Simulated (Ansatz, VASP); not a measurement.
LaZr4O3 in VASP and in Ansatz

The input INCAR:

```
SYSTEM = LaZr4O3
  PREC = Accurate
  ENCUT = 520
  EDIFF = 1E-7
  ISMEAR = 0
  SIGMA = 0.2
  LREAL = .False.
  LASPH = .True.
  NELM = 80
  ALGO = Normal
  ISIF = 2
  LWAVE = .False.
  LCHARG = .False.
  GGA = PE
  NBANDS = 48
```

Contents of KPOINTS:

```
Automatic mesh
0
Gamma
  6 6 2
  0 0 0
```

File POSCAR:

```
LaZr4O3
1.0
    3.3266742693      0.0000000000      0.0000000000
   -1.6633371346      2.8809844273      0.0000000000
    0.0000000000      0.0000000000     13.6351545084
La Zr O
1 4 3
Direct
    0.0000000000      0.0000000000      0.0000000000
    0.3333333333      0.6666666667      0.5957015185
    0.6666666667      0.3333333333      0.4042984815
    0.3333333333      0.6666666667      0.2154228874
    0.6666666667      0.3333333333      0.7845771126
    0.0000000000      0.0000000000      0.5000000000
    0.3333333333      0.6666666667      0.8784032330
    0.6666666667      0.3333333333      0.1215967670
```

Input for Ansatz:

```yaml
crystal:
  lattice:
    - [3.3266742693, 0.0, 0.0]
    - [-1.6633371346, 2.8809844273, 0.0]
    - [0.0, 0.0, 13.6351545084]
  atoms:
    - { symbol: La, position: [0.0, 0.0, 0.0] }
    - { symbol: Zr, position: [0.3333333333, 0.6666666667, 0.5957015185] }
    - { symbol: Zr, position: [0.6666666667, 0.3333333333, 0.4042984815] }
    - { symbol: Zr, position: [0.3333333333, 0.6666666667, 0.2154228874] }
    - { symbol: Zr, position: [0.6666666667, 0.3333333333, 0.7845771126] }
    - { symbol: O, position: [0.0, 0.0, 0.5] }
    - { symbol: O, position: [0.3333333333, 0.6666666667, 0.878403233] }
    - { symbol: O, position: [0.6666666667, 0.3333333333, 0.121596767] }
basis:
  ecutwfc: 420
kpoints:
  mp_grid: { grid: [6, 6, 2] }
hamiltonian:
  xc: pbe
scf:
  occupations: { method: gaussian, width: 0.2 }
  lower_state_search: "off"
output:
  forces: true
  stress: true
  eigenvalues: true
```

Alike in both runs: task single point; functional PBE; k mesh 6 × 6 × 2; occupations gaussian, width 0.2 eV; no spin polarisation.

```csv
,VASP,Ansatz
version,VASP 6.6.1,Ansatz 0.2.0
potentials or method,"VASP PAW PBE potentials, release 64 (La, Zr_sv, O), cutoff 520 eV","scalar-relativistic, plane waves, PAW"
valence electrons in the cell,77,77
```

VASP gave:

```
gap on the k mesh at the Fermi level (eV)                     : none
pressure (GPa)                                                : 0.0
traceless stress, the component that is largest in VASP (GPa) : -0.09
rms of the force components (eV/Å)                            : 0.010
```

Q: Which values does Ansatz return?

A: gap on the k mesh at the Fermi level (eV): none; pressure (GPa): 0.0; traceless stress, the component that is largest in VASP (GPa): -0.05; rms of the force components (eV/Å): 0.019.

Atom by atom the forces differ by 0.014 eV/Å (rms over components). A gap of «none» marks a metal or a gap that the smearing closes. With one functional, cell and mesh, what is left measures potentials, basis and numerics.

The k mesh is coarse, so the values compare programs but aren't converged. Neither program's run includes spin-orbit coupling.
